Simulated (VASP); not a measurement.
A run of VASP 6.6.1 is set up as follows.

INCAR

```
SYSTEM = ZnCu
  ALGO = Normal
  EDIFF = 1E-8
  ENCUT = 520
  GGA = PE
  ISIF = 2
  ISMEAR = -1
  LASPH = .TRUE.
  LCHARG = .FALSE.
  LEFG = .TRUE.
  LREAL = .FALSE.
  LWAVE = .FALSE.
  NBANDS = 18
  NELM = 100
  PREC = Accurate
  SIGMA = 0.05
```

The input KPOINTS:

```
k-points
0
G
  14 14 14
  0 0 0
```

The input POSCAR:

```
ZnCu
1.0
    2.9632359324      0.0000000000      0.0000000000
    0.0000000000      2.9632359324      0.0000000000
    0.0000000000      0.0000000000      2.9632359324
Zn Cu
1 1
Direct
    0.5000000000      0.5000000000      0.5000000000
    0.0000000000      0.0000000000      0.0000000000
```

Potentials or basis: VASP PAW PBE potentials, release 64 (Zn, Cu).

The run is started by

```console
$ cat potpaw_PBE.64/Zn/POTCAR potpaw_PBE.64/Cu/POTCAR > POTCAR
$ mpirun -np 1 vasp_std > vasp.out
```

(1) Estimate the pressure.

## Answers

(1) 0.6 GPa.

Caveat: without QUAD_EFG the Cq values of the log hold for a quadrupole moment of 1 mb, not for the nuclei.
